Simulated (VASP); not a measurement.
Write the native input for VASP 6.6.1 that does the following.

```
Task                   : single point
Functional             : PBE
Potentials or basis    : VASP PAW PBE potentials, release 64 (Sn_d, Te)
Cutoff                 : 520 eV
k mesh                 : 10 × 10 × 10
Occupations            : gaussian, width 0.03 eV
Spin                   : no spin polarisation
Dipole correction      : no
Further INCAR settings : ALGO = Normal; EDIFF = 1e-06; NBANDS = 17
```

The structure of SnTe lies in POSCAR:

```
SnTe
1.0
    1.9107789864      4.7769474660      4.7769474660
    4.7769474660      1.9107789864      4.7769474660
    4.7769474660      4.7769474660      1.9107789864
Sn Te
1 1
Direct
    0.0000000000      0.0000000000      0.0000000000
    0.7500000000      0.7500000000      0.7500000000
```

This cell differs from its parent crystal: ratio of the length along [111] to the lengths across it x 2.0, volume and fractional coordinates fixed.

These files were run (other wordings do the same):

INCAR

```
PREC = Accurate
ENCUT = 520
EDIFF = 1E-6
ISMEAR = 0
SIGMA = 0.03
LREAL = False
LASPH = True
NELM = 100
ALGO = Normal
ISIF = 2
LWAVE = False
LCHARG = True
GGA = PE
LELF = True
LVHAR = True
NBANDS = 17
```

KPOINTS

```
Automatic mesh
0
Gamma
  10 10 10
```

Potentials or basis: VASP PAW PBE potentials, release 64 (Sn_d, Te).

Run with:

```console
$ cat potpaw_PBE.64/Sn_d/POTCAR potpaw_PBE.64/Te/POTCAR > POTCAR
$ mpirun -np 1 vasp_std > vasp.out
```

It gave:

```json
{
  "Pressure": "2.4 GPa",
  "Largest force": "0.749 eV/Å",
  "Band gap on the k mesh": "1.51 eV, indirect (least direct gap 1.99 eV)"
}
```

Caveat: spin-orbit coupling is left out, which moves the levels of the heavy elements.

Wall time 3.6 min on 1 thread of Intel(R) Xeon(R) 6975P-C (Granite Rapids) (shared host), peak memory 0.5 GiB.
